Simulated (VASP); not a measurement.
Here is a VASP 6.6.1 calculation.

File INCAR:

```
SYSTEM = Al3H
  PREC = Accurate
  ENCUT = 520
  EDIFF = 1E-7
  ISMEAR = 0
  SIGMA = 0.1
  LREAL = .False.
  LASPH = .True.
  NELM = 60
  ALGO = Normal
  ISIF = 2
  LWAVE = .False.
  LCHARG = .False.
  LDIPOL = .True.
  IDIPOL = 3
  DIPOL = 0.5 0.5 0.361
  GGA = PE
  IBRION = 2
  NSW = 36
  EDIFFG = -0.025
```

File KPOINTS:

```
Automatic mesh
0
Gamma
  9 9 1
  0 0 0
```

File POSCAR:

```
Al3H
1.0
    2.8567582918      0.0000000000      0.0000000000
   -1.4283791459      2.4740252532      0.0000000000
    0.0000000000      0.0000000000     20.1013782055
Al H
3 1
Selective dynamics
Direct
    0.6666666667      0.3333333333      0.1989913308  F F F
    0.3333333333      0.6666666667      0.3134471548  F F F
    0.0000000000      0.0000000000      0.4278999240  F F F
    0.0000000000      0.0000000000      0.5035166297  F F T
```

Potentials or basis: VASP PAW PBE potentials, release 64 (Al, H).

Launch:

```bash
$ cat potpaw_PBE.64/Al/POTCAR potpaw_PBE.64/H/POTCAR > POTCAR
$ mpirun -np 1 vasp_std > vasp.out
```

(1) What does it give for the band gap on the k mesh?

(2) Predict the energy gained by relaxing.

## Answers

(1) zero (band 5 reaches 0.23 eV, above the bottom of band 6 at -1.23 eV).

(2) 12.7 meV/atom.
